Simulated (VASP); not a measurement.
# Cu: single point with LDA

Cu:

```
Cu
1.0
    -1.46081    1.46081    1.33167
     1.46081   -1.46081    1.33167
     1.46081    1.46081   -1.33167
Cu
1
Direct
  0.00000 0.00000 0.00000
```

```json
{
 "Program": "VASP 6.6.1",
 "Task": "single point",
 "Functional": "LDA",
 "Potentials or basis": "VASP PAW LDA potentials, release 64 (Cu)",
 "Cutoff": "520 eV",
 "k mesh": "24 × 24 × 24",
 "Occupations": "gaussian, width 0.15 eV",
 "Spin": "no spin polarisation",
 "Dipole correction": "no",
 "Further INCAR settings": "ALGO = Normal; EDIFF = 1e-07; NBANDS = 12"
}
```

```yaml
Pressure: -5.6 GPa
Band_gap_on_the_k_mesh: zero (an odd number of electrons rules out a gap without spin polarisation)
```

Stress tensor (GPa, compression positive):
```
-5.76  0.00  0.00
 0.00 -5.76  0.00
 0.00  0.00 -5.29
```

Levels at points of the mesh, in eV from the Fermi level:
```
           k point  band 2  band 3  band 4  band 5  band 6  band 7  band 8  band 9  band 10  band 11
(0.00, 0.00, 0.00)   -3.53   -3.12   -3.12   -2.45   -2.02   24.31   24.31   27.09    28.38    28.64
(0.50, 0.00, 0.00)   -4.18   -2.25   -1.88   -1.43   -0.40    4.92   17.04   17.07    21.19    24.26
(0.50, 0.50, 0.00)   -3.70   -2.54   -2.18   -1.46   -1.12    3.86   19.58   19.87    23.50    26.40
(0.50, 0.50, 0.50)   -4.85   -1.63   -1.63   -1.54    7.16    7.16   10.83   13.09    13.79    17.71
```

Run time: 93 s on 1 thread of Intel(R) Xeon(R) Platinum 8375C CPU @ 2.90GHz (Ice Lake) (shared host), peak memory 0.24 GiB.

Caveat: the cell stands under tension.
